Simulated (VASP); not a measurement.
# Mo (P6/mmm) in VASP: notebook

The runs below take Mo through single point, with PBEsol.

Everything below comes from runs of VASP 6.6.1. Logs are shortened: lines on timing, memory, paths and dates and some standing lists are left out, and cuts for length are marked.

## 1. The cell of the first run

The structure is hexagonal, space group P6/mmm (No. 191). Conventional cell: a = 2.742 Å, b = 2.742 Å, c = 2.554 Å, α = 90.00°, β = 90.00°, γ = 120.00°. Within 3.4 Å of Mo (site symmetry 6/mmm) lie 8 Mo at 2.55 to 2.74 Å.

## 2. Single point, PBEsol (strain +0.000 along x and y, +0.025 along z)

INCAR

```
SYSTEM = Mo
PREC = Accurate
ENCUT = 520
EDIFF = 1E-6
ISMEAR = 0
SIGMA = 0.15
LREAL = .FALSE.
LASPH = .TRUE.
NELM = 80
ALGO = Fast
ISIF = 2
LWAVE = .FALSE.
LCHARG = .FALSE.
GGA = PS
NBANDS = 13
```

KPOINTS

```
Automatic mesh
0
G
  24 24 24
  0 0 0
```

POSCAR

```
Mo
1.0
    2.7423354246      0.0000000000      0.0000000000
   -1.3711677123      2.3749321434      0.0000000000
    0.0000000000      0.0000000000      2.5543728523
Mo
1
Direct
    0.0000000000      0.0000000000      0.5000000000
```

Potentials or basis: VASP PAW PBE potentials, release 64 (Mo_sv).

On the command line:

```bash
$ cat potpaw_PBE.64/Mo_sv/POTCAR > POTCAR
$ mpirun -np 1 vasp_std > vasp.out
```

OUTCAR:

```text
SYSTEM = Mo
   PREC = Accurate
   ENCUT = 520
   EDIFF = 1E-6
   ISMEAR = 0
   LREAL = .FALSE.
   LASPH = .TRUE.
   NELM = 80
   ISIF = 2
   GGA = PS

 ion  position               nearest neighbor table
   1  0.000  0.000  0.500-

  LATTYP: Found a hexagonal cell.
 ALAT       =     2.7423354246
 C/A-ratio  =     0.9314589417

  Lattice vectors:

 A1 = (   2.7423354246,   0.0000000000,   0.0000000000)
 A2 = (  -1.3711677123,   2.3749321434,   0.0000000000)
 A3 = (   0.0000000000,   0.0000000000,   2.5543728523)

Analysis of symmetry for initial positions (statically):
=====================================================================
 Subroutine PRICEL returns:
 Original cell was already a primitive cell.

 Routine SETGRP: Setting up the symmetry group for a
 hexagonal supercell.

 Subroutine GETGRP returns: Found 24 space group operations
 (whereof 24 operations were pure point group operations)
 out of a pool of 24 trial point group operations.

The static configuration has the point symmetry D_6h.

Analysis of symmetry for dynamics (positions and initial velocities):
=====================================================================
 Subroutine PRICEL returns:
 Original cell was already a primitive cell.

 Routine SETGRP: Setting up the symmetry group for a
 hexagonal supercell.

 Subroutine GETGRP returns: Found 24 space group operations
 (whereof 24 operations were pure point group operations)
 out of a pool of 24 trial point group operations.

The dynamic configuration has the point symmetry D_6h.

 Subroutine INISYM returns: Found 24 space group operations
 (whereof 24 operations are pure point group operations),
 and found     1 'primitive' translations

----------------------------------------------------------------------------------------

                                     Primitive cell

  volume of cell :      16.6363

  direct lattice vectors                    reciprocal lattice vectors
     2.742335425  0.000000000  0.000000000     0.364652694  0.210532331  0.000000000
    -1.371167712  2.374932143  0.000000000     0.000000000  0.421064662  0.000000000
     0.000000000  0.000000000  2.554372852     0.000000000  0.000000000  0.391485526

  length of vectors
     2.742335425  2.742335425  2.554372852     0.421064662  0.421064662  0.391485526

  position of ions in fractional coordinates (direct lattice)
     0.000000000  0.000000000  0.500000000

  ion indices of the primitive-cell ions
   primitive index   ion index
                 1           1

----------------------------------------------------------------------------------------

 KPOINTS: Automatic mesh

Automatic generation of k-mesh.
 Grid dimensions read from file:
 generate k-points for:   24   24   24

 Generating k-lattice:

  Cartesian coordinates                     Fractional coordinates (reciprocal lattice)
     0.015193862  0.008772180  0.000000000     0.041666667  0.000000000  0.000000000
     0.000000000  0.017544361  0.000000000     0.000000000  0.041666667  0.000000000
     0.000000000  0.000000000  0.016311897     0.000000000  0.000000000  0.041666667

  Length of vectors
     0.017544361  0.017544361  0.016311897

  Shift w.r.t. Gamma in fractional coordinates (k-lattice)
     0.000000000  0.000000000  0.000000000

 Subroutine IBZKPT returns following result:
 ===========================================

 Found    793 irreducible k-points:

 Following reciprocal coordinates:
            Coordinates               Weight
  0.000000  0.000000  0.000000      1.000000
  0.041667  0.000000  0.000000      6.000000
  0.083333  0.000000  0.000000      6.000000
  0.125000  0.000000  0.000000      6.000000
  0.166667  0.000000  0.000000      6.000000
  0.208333  0.000000  0.000000      6.000000
[... 16 lines left out ...]
  0.416667  0.041667  0.000000     12.000000
  0.458333  0.041667  0.000000     12.000000
 [... further k-points ...]
   k-points           NKPTS =    793   k-points in BZ     NKDIM =    793   number of bands    NBANDS=     13
   number of dos      NEDOS =    301   number of ions     NIONS =      1
   total plane-waves  NPLWV =   8000
   dimension x,y,z NGX =    20 NGY =   20 NGZ =   20
   dimension x,y,z NGXF=    40 NGYF=   40 NGZF=   40
   ions per type =               1
   NGX,Y,Z   is equivalent  to a cutoff of  12.12, 12.12, 13.02 a.u.
   NGXF,Y,Z  is equivalent  to a cutoff of  24.25, 24.25, 26.03 a.u.
 SYSTEM =  Mo
   PREC   = accura    normal or accurate (medium, high low for compatibility)
   ISTART =      0    job   : 0-new  1-cont  2-samecut
   ICHARG =      2    charge: 1-file 2-atom 10-const
   ISPIN  =      1    spin polarized calculation?
   LNONCOLLINEAR =      F non collinear calculations
   LSORBIT =      F    spin-orbit coupling
   LASPH  =      T    aspherical Exc in radial PAW
   ENCUT  =  520.0 eV  38.22 Ry    6.18 a.u.   5.10  5.10  4.75*2*pi/ulx,y,z
   NELM   =     80;   NELMIN=  2; NELMDL= -5     # of ELM steps
   EDIFF  = 0.1E-05   stopping-criterion for ELM
   LREAL  =      F    real-space projection
   EDIFFG = 0.1E-04   stopping-criterion for IOM
   NSW    =      0    number of steps for IOM
   IBRION =     -1    ionic relax: 0-MD 1-quasi-New 2-CG
   NFREE  =      0    steps in history (QN), initial steepest desc. (CG)
   ISIF   =      2    stress and relaxation
   ISYM   =      2    0-nonsym 1-usesym 2-fastsym
   POTIM  = 0.5000    time-step for ionic-motion
   TEBEG  =    0.0;   TEEND  =   0.0 temperature during run
   PSTRESS=    0.0 pullay stress
   NELECT =      14.0000    total number of electrons
   NUPDOWN=      -1.0000    fix difference up-down
   EMIN   =  10.00;   EMAX   =-10.00  energy-range for DOS
   EFERMI =   0.00;   METHOD = LEGACY
   ISMEAR =     0;   SIGMA  =   0.15  broadening in eV -4-tet -1-fermi 0-gaus
   EFERMI_NEDOS =   21; number of points for ismear=-14 and -15
   IALGO  =     68    algorithm
   IMIX   =      4    mixing-type and parameters
     AMIX     =   0.40;   BMIX     =  1.00
     AMIX_MAG =   1.60;   BMIX_MAG =  1.00
  volume/ion in A,a.u.               =      16.64       112.27
  Fermi-wavevector in a.u.,A,eV,Ry     =   1.545606  2.920772 32.502933  2.388898
  Thomas-Fermi vector in A             =   2.650961
   LORBIT       =      0    0 simple, 1 ext, 2 COOP (PROOUT), +10 PAW based schemes
   GGA     = PS    functional components
   LHFCALC =     F    Hartree Fock is set to
   AEXX    =    0.0000 exact exchange contribution
   IVDW    =     0    specifies the selected vdW correction
   LEPSILON=     F    determine dielectric tensor
   LRPA    =     F    only Hartree local field effects (RPA)
 non-spin polarized calculation
 RMM-DIIS sequential band-by-band and
 Gauss-broadening in eV      SIGMA  =   0.15
  energy-cutoff  :      520.00
  volume of cell :       16.64
 maximum number of plane-waves:       461
   NGX = 11   NGY = 11   NGZ =  9

 number of electron      14.0000002 magnetization

 Free energy of the ion-electron system (eV)
  ---------------------------------------------------
  ext. energy  EPLUGINS =         0.00000000
  ---------------------------------------------------
  free energy    TOTEN  =       -10.86524320 eV

  energy without entropy =      -10.85401146  energy(sigma->0) =      -10.85962733

 E-fermi :  11.3766     XC(G=0): -13.0913

 val. band max:       11.3747460728   @ k =   0.4167   0.0000   0.3750
 cond. band min:      11.3865439515   @ k =   0.2500   0.0417   0.3333
 fundamental gap:      0.0117978787
 Fermi energy:        11.3765861067

 k-point     1 :       0.0000    0.0000    0.0000
  band No.  band energies     occupation
      1     -49.5831      2.00000
      2     -22.8978      2.00000
      3     -22.8978      2.00000
      4     -22.8294      2.00000
      5       4.5524      2.00000
      6       7.0591      2.00000
      7      10.4632      2.00000
      8      10.4632      2.00000
      9      15.4651      0.00000
     10      15.4651      0.00000
     11      24.3337      0.00000
     12      27.1257      0.00000
     13      31.7890      0.00000

 k-point     2 :       0.0417    0.0000    0.0000
  band No.  band energies     occupation
      1     -49.5794      2.00000
      2     -22.9225      2.00000
      3     -22.9033      2.00000
      4     -22.8269      2.00000
      5       4.6208      2.00000
      6       7.0883      2.00000
      7      10.3936      2.00000
      8      10.5256      2.00000
      9      15.3902      0.00000
     10      15.4531      0.00000
     11      24.4917      0.00000
     12      27.2640      0.00000
     13      31.3720      0.00000

 k-point     3 :       0.0833    0.0000    0.0000
  band No.  band energies     occupation
      1     -49.5687      2.00000
      2     -22.9945      2.00000
      3     -22.9194      2.00000
      4     -22.8193      2.00000
      5       4.8199      2.00000
      6       7.1747      2.00000
      7      10.2024      2.00000
      8      10.7116      2.00000
      9      15.1782      0.00000
     10      15.4178      0.00000
     11      24.9405      0.00000
     12      27.6636      0.00000
     13      30.4314      0.00000
[... 305 lines left out ...]
 k-point    23 :       0.4167    0.0417    0.0000
  band No.  band energies     occupation
      1     -49.3705      2.00000
      2     -24.1981      2.00000
      3     -23.2159      2.00000
      4     -22.6824      2.00000
      5       6.5824      2.00000
      6       8.1456      2.00000
      7      11.9145      0.00000
      8      12.4743      0.00000
      9      14.7848      0.00000
     10      15.5433      0.00000
     11      21.7028      0.00000
     12      24.8865      0.00000
     13      28.4651      0.00000

 k-point    24 :       0.4583    0.0417    0.0000
  band No.  band energies     occupation
      1     -49.3630      2.00000
      2     -24.2404      2.00000
      3     -23.2266      2.00000
      4     -22.6772      2.00000
      5       6.5299      2.00000
      6       8.2190      2.00000
      7      12.2104      0.00000
      8      12.3963      0.00000
      9      14.7627      0.00000
     10      15.8387      0.00000
     11      21.4107      0.00000
     12      24.5699      0.00000
     13      28.1972      0.00000

 [... further k-points ...]
[... 5 lines left out ...]
  --------------------------------------------------------------------------------------
  -------------------------------------------------------------------------------------
  Total       -0.1825207     -0.1825207     -1.0657506      0.0000000     -0.0000000      0.0000000
  in kB      -17.5778864    -17.5778864   -102.6384555      0.0000000     -0.0000000      0.0000000
  external PRESSURE =     -45.9314094 kB  Pullay stress =       0.0000000 kB

 VOLUME and BASIS-vectors are now :
 -----------------------------------------------------------------------------
  energy-cutoff  :      520.00
  volume of cell :       16.64
      direct lattice vectors                 reciprocal lattice vectors
     2.742335425  0.000000000  0.000000000     0.364652694  0.210532331  0.000000000
    -1.371167712  2.374932143  0.000000000     0.000000000  0.421064662  0.000000000
     0.000000000  0.000000000  2.554372852     0.000000000  0.000000000  0.391485526

 POSITION                                       TOTAL-FORCE (eV/Angst)
 -----------------------------------------------------------------------------------
      0.00000      0.00000      1.27719         0.000000      0.000000      0.000000
 -----------------------------------------------------------------------------------
    total drift:                               -0.000000      0.000000     -0.000000

  FREE ENERGIE OF THE ION-ELECTRON SYSTEM (eV)
  ---------------------------------------------------
  free  energy   TOTEN  =       -10.8652431968 eV

  energy  without entropy=      -10.8540114579  energy(sigma->0) =      -10.85962733
```

Wall time 71 s (1 thread of Intel Xeon Platinum 8375C at 2.90GHz (Ice Lake), shared host); peak memory 0.26 GiB.

What came out:

| Property | Result |
| --- | --- |
| Free energy | -10.8652 eV |
| Pressure | -4.6 GPa |
| Band gap on the k mesh | zero (band 7 reaches 12.37 eV, above the bottom of band 8 at 10.46 eV) |

Stress tensor (GPa, compression positive):
```
 -1.76   0.00   0.00
  0.00  -1.76   0.00
  0.00   0.00 -10.26
```

Caveat: the cell differs from its parent crystal (strain +0.000 along x and y, +0.025 along z); the PAW data sets were made with another functional, which shifts forces and pressure a little.

## 3. Single point, PBEsol (strain +0.025 along x and y, -0.025 along z)

INCAR

```
PREC     = Accurate       # precision mode
ENCUT    = 520            # plane-wave cutoff, eV
EDIFF    = 1E-6           # SCF threshold, eV
ISMEAR   = 0              # smearing method
SIGMA    = 0.15           # smearing width, eV
LREAL    = False          # projectors in reciprocal space
LASPH    = True           # aspherical terms in the spheres
NELM     = 80             # most SCF steps
ALGO     = Fast           # electronic algorithm
ISIF     = 2              # what is computed and relaxed
LWAVE    = False          # write WAVECAR
LCHARG   = True           # write CHGCAR
GGA      = PS             # functional
LELF     = True           # ELF
LVHAR    = True         
NBANDS   = 13             # bands
```

KPOINTS

```
regular mesh
0
Gamma
  24 24 24
```

POSCAR

```
Mo
1.0
    2.8108938102      0.0000000000      0.0000000000
   -1.4054469051      2.4343054470      0.0000000000
    0.0000000000      0.0000000000      2.4297692985
Mo
1
Direct
    0.0000000000      0.0000000000      0.5000000000
```

Potentials or basis: VASP PAW PBE potentials, release 64 (Mo_sv).

On the command line:

```bash
$ cat potpaw_PBE.64/Mo_sv/POTCAR > POTCAR
$ mpirun -np 1 vasp_std > vasp.out
```

It took 64 s on 1 thread of Intel Xeon Platinum 8375C at 2.90GHz (Ice Lake), shared host; peak memory 0.26 GiB.

Results (log left out):

```yaml
Free_energy: -10.8513 eV
Pressure: -3.4 GPa
Band_gap_on_the_k_mesh: zero (band 7 reaches 12.02 eV, above the bottom of band 8 at 10.31 eV)
```

Stress tensor (GPa, compression positive):
```
-7.76  0.00  0.00
 0.00 -7.76  0.00
 0.00  0.00  5.20
```

Levels at points of the mesh, in eV from the Fermi level:
| k point | band 3 | band 4 | band 5 | band 6 | band 7 | band 8 | band 9 | band 10 | band 11 | band 12 |
| --- | --- | --- | --- | --- | --- | --- | --- | --- | --- | --- |
| (0.00, 0.00, 0.00) | -34.28 | -33.66 | -6.64 | -4.36 | -0.90 | -0.90 | 4.60 | 4.60 | 12.55 | 17.97 |
| (0.50, 0.00, 0.00) | -34.54 | -33.55 | -4.70 | -3.48 | 0.81 | 2.18 | 3.97 | 4.07 | 9.40 | 12.70 |
| (0.00, 0.00, 0.50) | -34.01 | -34.01 | -3.03 | 0.06 | 0.06 | 0.27 | 0.27 | 0.78 | 11.98 | 16.49 |
| (0.50, 0.00, 0.50) | -35.01 | -34.25 | -5.33 | -2.66 | -1.06 | 4.53 | 6.60 | 6.88 | 7.36 | 16.84 |

Caveat: the cell differs from its parent crystal (strain +0.025 along x and y, -0.025 along z); the PAW data sets were made with another functional, which shifts forces and pressure a little.

(Part 1 of 2 ends here.)
